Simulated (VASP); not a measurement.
Here is a VASP 6.6.1 calculation.

INCAR

```
ALGO     = Normal         # electronic algorithm
EDIFF    = 1E-6           # SCF threshold, eV
ENCUT    = 520            # plane-wave cutoff, eV
GGA      = PS             # functional
ISIF     = 2              # what is computed and relaxed
ISMEAR   = 0              # smearing method
LASPH    = True           # aspherical terms in the spheres
LCHARG   = False          # write CHGCAR
LREAL    = False          # projectors in reciprocal space
LWAVE    = False          # write WAVECAR
NBANDS   = 10             # bands
NELM     = 60             # most SCF steps
PREC     = Accurate       # precision mode
SIGMA    = 0.15           # smearing width, eV
```

File KPOINTS:

```
k-points
0
Gamma
  16 16 16
```

The input POSCAR:

```
Na
1.0
   -2.2127875000      2.2127875000      2.1175000000
    2.2127875000     -2.2127875000      2.1175000000
    2.2127875000      2.2127875000     -2.1175000000
Na
1
Direct
    0.0000000000      0.0000000000      0.0000000000
```

Potentials or basis: VASP PAW PBE potentials, release 64 (Na_pv).

Run with:

```console
$ cat potpaw_PBE.64/Na_pv/POTCAR > POTCAR
$ mpirun -np 1 vasp_std > vasp.out
```

Q: What does it give for the pressure?

A: -0.8 GPa.

Q: What does it give for the band gap on the k mesh?

A: Zero (an odd number of electrons rules out a gap without spin polarisation).

Caveat: the cell differs from its parent crystal (strain +0.0450 x Voigt [1, 1, 0, 0, 0, 0]); the PAW data sets were made with another functional, which shifts forces and pressure a little.
